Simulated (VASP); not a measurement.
# Ho2O (Pmmm) in VASP: relaxation of cell and atoms with PBE

Aim: the relaxation of cell and atoms of Ho2O with PBE.

Everything below comes from runs of VASP 6.6.1. Logs are shortened: lines on timing, memory, paths and dates and some standing lists are left out, and cuts for length are marked.

## (1) The cell of the first run

It takes space group Pmmm (No. 47, orthorhombic). The conventional cell has a = 3.376 Å, b = 4.258 Å, c = 5.000 Å, α = 90.00°, β = 90.00°, γ = 90.00°. Within 3.6 Å of Ho (site symmetry mmm) lie 4 O at 2.72 Å and 6 Ho at 3.02 to 3.38 Å. Ho (site symmetry mmm) has 6 Ho at 3.02 to 3.38 Å and 4 O at 3.28 Å within 4.0 Å. O (site symmetry mmm) has 8 Ho at 2.72 to 3.28 Å and 2 O at 3.38 Å within 3.6 Å.

The cell was generated, and may not be a known phase.

## (2) Relaxation of cell and atoms, PBE

Contents of INCAR:

```
SYSTEM = Ho2O
  PREC = Accurate
  ENCUT = 600
  EDIFF = 1E-7
  ISMEAR = 0
  SIGMA = 0.2
  LREAL = .False.
  LASPH = .True.
  NELM = 200
  ALGO = Normal
  ISIF = 3
  LWAVE = .False.
  LCHARG = .False.
  GGA = PE
  IBRION = 2
  NSW = 36
  EDIFFG = -0.08
  GGA_COMPAT = .False.
  NELMIN = 4
  LMAXMIX = 6
```

Contents of KPOINTS:

```
regular mesh
0
Gamma
  6 5 4
  0 0 0
```

Contents of POSCAR:

```
Ho2O
1.0
    3.3759880000      0.0000000000      0.0000000000
    0.0000000000      4.2580389700      0.0000000000
    0.0000000000      0.0000000000      4.9999564500
Ho O
2 1
Direct
    0.5000000000      0.5000000000      0.0000000000
    0.0000000000      0.5000000000      0.5000000000
    0.0000000000      0.0000000000      0.0000000000
```

Potentials or basis: VASP PAW PBE potentials, release 64 (Ho_3, O), 4f in core.

Command:

```
> cat potpaw_PBE.64/Ho_3/POTCAR potpaw_PBE.64/O/POTCAR > POTCAR
> mpirun -np 1 vasp_std > vasp.out
```

OUTCAR:

```text
SYSTEM = Ho2O
   PREC = Accurate
   ENCUT = 600
   EDIFF = 1E-7
   ISMEAR = 0
   LREAL = .False.
   LASPH = .True.
   NELM = 200
   ISIF = 3
   GGA = PE
   IBRION = 2
   NSW = 36
   EDIFFG = -0.08
   NELMIN = 4

 ion  position               nearest neighbor table
   1  0.500  0.500  0.000-   3 2.72   3 2.72   3 2.72   3 2.72   2 3.02   2 3.02   2 3.02   2 3.02

   2  0.000  0.500  0.500-   1 3.02   1 3.02   1 3.02   1 3.02
   3  0.000  0.000  0.000-   1 2.72   1 2.72   1 2.72   1 2.72

  LATTYP: Found a simple orthorhombic cell.
 ALAT       =     3.3759880000
 B/A-ratio  =     1.2612719506
 C/A-ratio  =     1.4810350185

  Lattice vectors:

 A1 = (   3.3759880000,   0.0000000000,   0.0000000000)
 A2 = (   0.0000000000,   4.2580389700,   0.0000000000)
 A3 = (   0.0000000000,   0.0000000000,   4.9999564500)

Analysis of symmetry for initial positions (statically):
=====================================================================
 Subroutine PRICEL returns:
 Original cell was already a primitive cell.

 Routine SETGRP: Setting up the symmetry group for a
 simple orthorhombic supercell.

 Subroutine GETGRP returns: Found  8 space group operations
 (whereof  8 operations were pure point group operations)
 out of a pool of  8 trial point group operations.

The static configuration has the point symmetry D_2h.

Analysis of symmetry for dynamics (positions and initial velocities):
=====================================================================
 Subroutine PRICEL returns:
 Original cell was already a primitive cell.

 Routine SETGRP: Setting up the symmetry group for a
 simple orthorhombic supercell.

 Subroutine GETGRP returns: Found  8 space group operations
 (whereof  8 operations were pure point group operations)
 out of a pool of  8 trial point group operations.

The dynamic configuration has the point symmetry D_2h.

 Subroutine INISYM returns: Found  8 space group operations
 (whereof  8 operations are pure point group operations),
 and found     1 'primitive' translations

----------------------------------------------------------------------------------------

                                     Primitive cell

  volume of cell :      71.8748

  direct lattice vectors                    reciprocal lattice vectors
     3.375988000  0.000000000  0.000000000     0.296209584  0.000000000  0.000000000
     0.000000000  4.258038970  0.000000000     0.000000000  0.234849894  0.000000000
     0.000000000  0.000000000  4.999956450     0.000000000  0.000000000  0.200001742

  length of vectors
     3.375988000  4.258038970  4.999956450     0.296209584  0.234849894  0.200001742

  position of ions in fractional coordinates (direct lattice)
     0.500000000  0.500000000  0.000000000
     0.000000000  0.500000000  0.500000000
     0.000000000  0.000000000  0.000000000

  ion indices of the primitive-cell ions
   primitive index   ion index
                 1           1
                 2           2
                 3           3

----------------------------------------------------------------------------------------

 KPOINTS: regular mesh

Automatic generation of k-mesh.
 Grid dimensions read from file:
 generate k-points for:    6    5    4

 Generating k-lattice:

  Cartesian coordinates                     Fractional coordinates (reciprocal lattice)
     0.049368264  0.000000000  0.000000000     0.166666667  0.000000000  0.000000000
     0.000000000  0.046969979  0.000000000     0.000000000  0.200000000  0.000000000
     0.000000000  0.000000000  0.050000436     0.000000000  0.000000000  0.250000000

  Length of vectors
     0.049368264  0.046969979  0.050000436

  Shift w.r.t. Gamma in fractional coordinates (k-lattice)
     0.000000000  0.000000000  0.000000000

 Subroutine IBZKPT returns following result:
 ===========================================

 Found     36 irreducible k-points:

 Following reciprocal coordinates:
            Coordinates               Weight
  0.000000  0.000000  0.000000      1.000000
  0.166667  0.000000  0.000000      2.000000
  0.333333  0.000000  0.000000      2.000000
  0.500000  0.000000  0.000000      1.000000
  0.000000  0.200000  0.000000      2.000000
  0.166667  0.200000  0.000000      4.000000
[... 16 lines left out ...]
  0.333333  0.400000  0.250000      8.000000
  0.500000  0.400000  0.250000      4.000000
 [... further k-points ...]
   k-points           NKPTS =     36   k-points in BZ     NKDIM =     36   number of bands    NBANDS=     16
   number of dos      NEDOS =    301   number of ions     NIONS =      3
   total plane-waves  NPLWV =  40320
   dimension x,y,z NGX =    28 NGY =   36 NGZ =   40
   dimension x,y,z NGXF=    56 NGYF=   72 NGZF=   80
   ions per type =               2   1
   NGX,Y,Z   is equivalent  to a cutoff of  13.79, 14.06, 13.30 a.u.
   NGXF,Y,Z  is equivalent  to a cutoff of  27.58, 28.11, 26.60 a.u.
 SYSTEM =  Ho2O
   PREC   = accura    normal or accurate (medium, high low for compatibility)
   ISTART =      0    job   : 0-new  1-cont  2-samecut
   ICHARG =      2    charge: 1-file 2-atom 10-const
   ISPIN  =      1    spin polarized calculation?
   LNONCOLLINEAR =      F non collinear calculations
   LSORBIT =      F    spin-orbit coupling
   LASPH  =      T    aspherical Exc in radial PAW
   ENCUT  =  600.0 eV  44.10 Ry    6.64 a.u.   6.74  8.50  9.99*2*pi/ulx,y,z
   NELM   =    200;   NELMIN=  4; NELMDL= -5     # of ELM steps
   EDIFF  = 0.1E-06   stopping-criterion for ELM
   LREAL  =      F    real-space projection
   EDIFFG = -.8E-01   stopping-criterion for IOM
   NSW    =     36    number of steps for IOM
   IBRION =      2    ionic relax: 0-MD 1-quasi-New 2-CG
   NFREE  =      1    steps in history (QN), initial steepest desc. (CG)
   ISIF   =      3    stress and relaxation
   ISYM   =      2    0-nonsym 1-usesym 2-fastsym
   POTIM  = 0.5000    time-step for ionic-motion
   TEBEG  =    0.0;   TEEND  =   0.0 temperature during run
   PSTRESS=    0.0 pullay stress
   NELECT =      24.0000    total number of electrons
   NUPDOWN=      -1.0000    fix difference up-down
   EMIN   =  10.00;   EMAX   =-10.00  energy-range for DOS
   EFERMI =   0.00;   METHOD = LEGACY
   ISMEAR =     0;   SIGMA  =   0.20  broadening in eV -4-tet -1-fermi 0-gaus
   EFERMI_NEDOS =   21; number of points for ismear=-14 and -15
   IALGO  =     38    algorithm
   IMIX   =      4    mixing-type and parameters
     AMIX     =   0.40;   BMIX     =  1.00
     AMIX_MAG =   1.60;   BMIX_MAG =  1.00
  volume/ion in A,a.u.               =      23.96       161.68
  Fermi-wavevector in a.u.,A,eV,Ry     =   1.135759  2.146274 17.550826  1.289949
  Thomas-Fermi vector in A             =   2.272464
   LORBIT       =      0    0 simple, 1 ext, 2 COOP (PROOUT), +10 PAW based schemes
   GGA     = PE    functional components
   LHFCALC =     F    Hartree Fock is set to
   AEXX    =    0.0000 exact exchange contribution
   IVDW    =     0    specifies the selected vdW correction
   LEPSILON=     F    determine dielectric tensor
   LRPA    =     F    only Hartree local field effects (RPA)
 conjugate gradient relaxation of ions
 non-spin polarized calculation
 Gauss-broadening in eV      SIGMA  =   0.20
  energy-cutoff  :      600.00
  volume of cell :       71.87
 maximum number of plane-waves:      2424
 NGX is ok and might be reduce to    28
   NGX = 13   NGY = 17   NGZ = 19

--------------------------------------- Ionic step        1  -------------------------------------------

 number of electron      24.0000000 magnetization

 Free energy of the ion-electron system (eV)
  ---------------------------------------------------
  ext. energy  EPLUGINS =         0.00000000
  ---------------------------------------------------
  free energy    TOTEN  =       -15.47617960 eV

  energy without entropy =      -15.42905555  energy(sigma->0) =      -15.45261758

------------------------ aborting loop because EDIFF is reached ----------------------------------------

  FORCE on cell =-STRESS in cart. coord.  units (eV):
  Direction    XX          YY          ZZ          XY          YZ          ZX
  --------------------------------------------------------------------------------------
  -------------------------------------------------------------------------------------
  Total        0.3884326    -11.8312186      6.0780902      0.0000000      0.0000000      0.0000000
  in kB        8.6586359   -263.7322956    135.4880448      0.0000000      0.0000000      0.0000000
  external PRESSURE =     -39.8618717 kB  Pullay stress =       0.0000000 kB
[... 92 lines left out ...]
  FREE ENERGIE OF THE ION-ELECTRON SYSTEM (eV)
  ---------------------------------------------------
  free  energy   TOTEN  =       -18.1938671768 eV

  energy  without entropy=      -18.1533219857  energy(sigma->0) =      -18.17359458

 E-fermi :   3.9714     XC(G=0): -10.2893

 val. band max:        3.9558037933   @ k =   0.0000   0.4000   0.2500
 cond. band min:       3.9880724327   @ k =   0.1667   0.0000   0.2500
 fundamental gap:      0.0322686394
 Fermi energy:         3.9713694710

 k-point     1 :       0.0000    0.0000    0.0000
  band No.  band energies     occupation
      1     -20.7693      2.00000
      2     -20.1365      2.00000
      3     -20.0940      2.00000
      4     -20.0618      2.00000
      5     -20.0004      2.00000
      6     -19.9084      2.00000
[... 433 lines left out ...]
      3     -20.6882      2.00000
      4     -20.5293      2.00000
      5     -20.3590      2.00000
      6     -20.0584      2.00000
[... 8 lines left out ...]
     15       5.3343      0.00000
     16       7.0546      0.00000

 [... further k-points ...]

[... ionic steps 4 to 7 ...]

--------------------------------------- Ionic step        8  -------------------------------------------

 number of electron      24.0000002 magnetization

------------------------ aborting loop because EDIFF is reached ----------------------------------------
[... 32 lines left out ...]
--------------------------------------- Ionic step        9  -------------------------------------------

 number of electron      23.9999991 magnetization

 E-fermi :   3.6343     XC(G=0): -10.0554

 val. band max:        3.6271247257   @ k =   0.1667   0.0000   0.5000
 cond. band min:       3.6711284118   @ k =   0.1667   0.4000   0.2500
 fundamental gap:      0.0440036861
 Fermi energy:         3.6343278897

 k-point     1 :       0.0000    0.0000    0.0000
  band No.  band energies     occupation
      1     -20.9561      2.00000
      2     -20.5004      2.00000
      3     -20.4251      2.00000
      4     -20.3380      2.00000
      5     -20.3008      2.00000
      6     -20.2665      2.00000
[... 433 lines left out ...]
      3     -20.9910      2.00000
      4     -20.9743      2.00000
      5     -20.6567      2.00000
      6     -20.4216      2.00000
[... 8 lines left out ...]
     15       4.9706      0.00000
     16       6.6653      0.00000

 [... further k-points ...]

------------------------ aborting loop because EDIFF is reached ----------------------------------------

  FORCE on cell =-STRESS in cart. coord.  units (eV):
  Direction    XX          YY          ZZ          XY          YZ          ZX
  --------------------------------------------------------------------------------------
  -------------------------------------------------------------------------------------
  Total        1.7767167      1.0852458     -0.0474953      0.0000000      0.0000000      0.0000000
  in kB       42.3687259     25.8794670     -1.1326042      0.0000000      0.0000000      0.0000000
  external PRESSURE =      22.3718629 kB  Pullay stress =       0.0000000 kB
[... 24 lines left out ...]
--------------------------------------- Ionic step       10  -------------------------------------------

 number of electron      23.9999998 magnetization

 Free energy of the ion-electron system (eV)
  ---------------------------------------------------
  ext. energy  EPLUGINS =         0.00000000
  ---------------------------------------------------
  free energy    TOTEN  =       -18.46980831 eV

  energy without entropy =      -18.43286062  energy(sigma->0) =      -18.45133446

 E-fermi :   3.5611     XC(G=0):  -9.9895

 val. band max:        3.5455272560   @ k =   0.0000   0.0000   0.0000
 cond. band min:       3.6122381686   @ k =   0.1667   0.0000   0.0000
 fundamental gap:      0.0667109127
 Fermi energy:         3.5610677913

 k-point     1 :       0.0000    0.0000    0.0000
  band No.  band energies     occupation
      1     -21.0896      2.00000
      2     -20.6378      2.00000
      3     -20.5700      2.00000
      4     -20.5170      2.00000
      5     -20.4485      2.00000
      6     -20.4448      2.00000
[... 433 lines left out ...]
      3     -21.1176      2.00000
      4     -21.0468      2.00000
      5     -20.8066      2.00000
      6     -20.5778      2.00000
[... 8 lines left out ...]
     15       4.8721      0.00000
     16       6.4985      0.00000

 [... further k-points ...]

------------------------ aborting loop because EDIFF is reached ----------------------------------------

  FORCE on cell =-STRESS in cart. coord.  units (eV):
  Direction    XX          YY          ZZ          XY          YZ          ZX
  --------------------------------------------------------------------------------------
  -------------------------------------------------------------------------------------
  Total       -0.0747918      0.1473709     -0.0887223      0.0000000      0.0000000      0.0000000
  in kB       -1.7532607      3.4546524     -2.0798182      0.0000000      0.0000000      0.0000000
  external PRESSURE =      -0.1261422 kB  Pullay stress =       0.0000000 kB
[... 18 lines left out ...]
  FREE ENERGIE OF THE ION-ELECTRON SYSTEM (eV)
  ---------------------------------------------------
  free  energy   TOTEN  =       -18.4698083115 eV

  energy  without entropy=      -18.4328606152  energy(sigma->0) =      -18.45133446

 reached required accuracy - stopping structural energy minimisation
```

Run time: 3.5 min. Hardware: 1 thread of Intel Xeon 6975P-C (Granite Rapids), shared host; peak memory 0.23 GiB.

What came out:

```yaml
Free_energy: -18.4698 eV
Relaxed_volume: 22.78 Å³/atom
Relaxed_cell: a = 3.265 Å, b = 3.221 Å, c = 6.500 Å, α = 90.00°, β = 90.00°, γ = 90.00°
Space_group_after_relaxing_to_0.1_Å: Pmmm (No. 47)
Energy_gained_by_relaxing: 997.9 meV/atom
Ionic_steps: 10
Pressure_after_relaxing: 0.0 GPa
Band_gap_on_the_k_mesh: zero (bands 12 and 13 overlap by 1.03 eV)
```

Step by step:
| step | energy change (eV) | largest force (eV/Å) | pressure (GPa) | volume (Å³) |
| --- | --- | --- | --- | --- |
| 1 | 0.0000 | 0.0000 | -3.99 | 71.87 |
| 2 | -2.4177 | 0.0000 | -2.16 | 64.29 |
| 3 | -2.7177 | 0.0000 | 2.15 | 61.27 |
| 4 | -2.7179 | 0.0000 | 3.96 | 60.38 |
| 5 | -2.7226 | 0.0000 | 3.34 | 60.66 |
| 6 | -2.8947 | 0.0000 | 1.07 | 64.33 |
| 7 | -2.9790 | 0.0000 | -2.11 | 70.55 |
| 8 | -2.9839 | 0.0000 | -1.49 | 69.21 |
| 9 | -2.9752 | 0.0000 | 2.24 | 67.19 |
| 10 | -2.9936 | 0.0000 | -0.01 | 68.35 |

Final structure:
```
Ho O
1.0
     3.26485    0.00000    0.00000
     0.00000    3.22065    0.00000
     0.00000    0.00000    6.49996
Ho O
2 1
Direct
  0.50000 0.50000 0.00000
  0.00000 0.50000 0.50000
  0.00000 0.00000 0.00000
```

Levels at points of the mesh, in eV from the Fermi level:
```
           k point  band 8  band 9  band 10  band 11  band 12  band 13  band 14  band 15  band 16
(0.00, 0.00, 0.00)   -4.80   -4.43    -4.04    -4.03    -1.12    -0.50    -0.02     1.61     2.73
(0.50, 0.00, 0.00)   -6.85   -5.88    -5.30    -1.16    -0.75    -0.50     1.03     2.42     3.32
(0.00, 0.00, 0.50)   -5.33   -4.04    -4.03    -3.08    -1.53    -0.69    -0.38     1.09     3.73
(0.50, 0.00, 0.50)   -6.85   -5.88    -5.54    -1.72    -0.79     0.70     1.03     3.16     3.38
```

Caveat: a cell axis changed by over 15 % at a fixed basis, so the end point is rough; spin-orbit coupling is left out, which moves the levels of the heavy elements; the 4f electrons are frozen in the core, so they carry no moment and show no levels; the run has no spin polarisation, though such a crystal can be magnetic. Spin polarisation is off, so any magnetic state and its effect on volume and gap are missing.

The gap in the log of VASP goes by the Fermi energy; the results here count the filled bands.